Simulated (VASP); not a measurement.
Set up this calculation in VASP 6.6.1, as the native input.

```yaml
Task: single point
Functional: PBE
Potentials_or_basis: VASP PAW PBE potentials, release 64 (Sc_sv, B, P)
Cutoff: 520 eV
k_mesh: 4 × 6 × 4
Occupations: gaussian, width 0.1 eV
Spin: no spin polarisation
Dipole_correction: no
Further_INCAR_settings: ALGO = Normal; EDIFF = 1e-06; NBANDS = 29
```

The structure of Sc2BP3 lies in POSCAR:

```
Sc2BP3
1.0
    4.0358041028      0.0000000000     -0.0236940641
    0.0000000000      3.2981276035      0.0000000000
   -1.9868918047      0.0000000000      6.9711413346
Sc B P
2 1 3
Direct
    0.5137633706      0.5000000000      0.2460672057
    0.9889187652      0.0000000000      0.7519077756
    0.6064609098      0.0000000000      0.9789008994
    0.3878973125      0.5000000000      0.6174739012
    0.1210219311      0.0000000000      0.3942664375
    0.8819377108      0.5000000000      0.0113837807
```

These files were run (other wordings do the same):

INCAR

```
SYSTEM = Sc2BP3
  PREC = Accurate
  ENCUT = 520
  EDIFF = 1E-6
  ISMEAR = 0
  SIGMA = 0.1
  LREAL = .FALSE.
  LASPH = .TRUE.
  NELM = 80
  ALGO = Normal
  ISIF = 2
  LWAVE = .FALSE.
  LCHARG = .TRUE.
  GGA = PE
  LELF = .TRUE.
  LVHAR = .TRUE.
  NBANDS = 29
```

KPOINTS

```
regular mesh
0
G
  4 6 4
  0 0 0
```

Potentials or basis: VASP PAW PBE potentials, release 64 (Sc_sv, B, P).

Command:

```sh
$ cat potpaw_PBE.64/Sc_sv/POTCAR potpaw_PBE.64/B/POTCAR potpaw_PBE.64/P/POTCAR > POTCAR
$ mpirun -np 1 vasp_std > vasp.out
```

It gave:

```
Pressure               : 0.1 GPa
Largest force          : 0.045 eV/Å
Band gap on the k mesh : zero (band 20 reaches 7.76 eV, above the bottom of band 21 at 6.71 eV)
```

Caveat: the k points lie up to 0.41 Å⁻¹ apart.

Run time: 64 s on 1 thread of Intel(R) Xeon(R) 6975P-C (Granite Rapids) (shared host), peak memory 0.25 GiB.
